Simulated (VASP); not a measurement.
Here is a VASP 6.6.1 calculation.

The input INCAR:

```
SYSTEM = Mo
PREC = Accurate ; ENCUT = 520
EDIFF = 1E-6 ; ISMEAR = -1
SIGMA = 0.1 ; LREAL = .FALSE.
LASPH = .TRUE. ; NELM = 100
ALGO = Normal ; ISIF = 2
LWAVE = .FALSE. ; LCHARG = .FALSE.
GGA = CA ; NBANDS = 21
```

The input KPOINTS:

```
regular mesh
0
G
  15 15 8
  0 0 0
```

Contents of POSCAR:

```
Mo
1.0
    2.8240297319      0.0000000000      0.0000000000
   -1.4120148659      2.4456814889      0.0000000000
    0.0000000000      0.0000000000      4.9686586086
Mo
2
Direct
    0.3333333333      0.6666666667      0.2500000000
    0.6666666667      0.3333333333      0.7500000000
```

Potentials or basis: VASP PAW LDA potentials, release 64 (Mo_sv).

Run with:

```console
$ cat potpaw_LDA.64/Mo_sv/POTCAR > POTCAR
$ mpirun -np 1 vasp_std > vasp.out
```

Q: What does it give for the pressure?

A: -23.3 GPa.

Q: Estimate the band gap on the k mesh.

A: Zero (band 14 reaches 11.84 eV, above the bottom of band 15 at 10.17 eV).

Stress tensor (GPa, compression positive):
```
-24.60   0.00   0.00
  0.00 -24.60   0.00
  0.00   0.00 -20.71
```
